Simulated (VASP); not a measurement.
A run of VASP 6.6.1:

The input POSCAR:

```
PbF2
1.0
    0.0000000000      2.9604388884      2.9604388884
    2.9604388884      0.0000000000      2.9604388884
    2.9604388884      2.9604388884      0.0000000000
Pb F
1 2
Direct
    0.0000000000      0.0000000000      0.0000000000
    0.2500000000      0.2500000000      0.2500000000
    0.7500000000      0.7500000000      0.7500000000
```

INCAR.step1

```
  PREC = Accurate
  ENCUT = 520
  EDIFF = 1E-5
  ISMEAR = 0
  SIGMA = 0.01
  LREAL = F
  LASPH = T
  NELM = 120
  ALGO = Normal
  ISIF = 2
  LWAVE = T
  LCHARG = F
  NBANDS = 21
  GGA = PE
  GGA_COMPAT = F
```

Contents of INCAR.step2:

```
  PREC = Accurate
  ENCUT = 520
  EDIFF = 1E-6
  ISMEAR = 0
  SIGMA = 0.01
  LREAL = F
  LASPH = T
  NELM = 120
  ALGO = Normal
  ISIF = 2
  LWAVE = F
  LCHARG = F
  GGA = PE
  LHFCALC = T
  AEXX = 0.4
  PRECFOCK = Normal
  NBANDS = 21
  ISTART = 1
  GGA_COMPAT = F
```

KPOINTS

```
Automatic mesh
0
Gamma
  4 4 4
```

Potentials or basis: VASP PAW PBE potentials, release 64 (Pb_d, F).

The run is started by

```sh
$ cat potpaw_PBE.64/Pb_d/POTCAR potpaw_PBE.64/F/POTCAR > POTCAR
$ cp INCAR.step1 INCAR
$ mpirun -np 1 vasp_std > vasp.out
$ cp INCAR.step2 INCAR
$ mpirun -np 1 vasp_std > vasp.out
```

Hardware: 1 thread of AMD EPYC 7R43 64-Core Processor (Zen 3) (shared host).

How long does it take, and how much memory?

Wall time 25 min on 1 thread of AMD EPYC 7R43 64-Core Processor (Zen 3), with other jobs on the host, peak memory 0.15 GiB. Counts: k points 8.
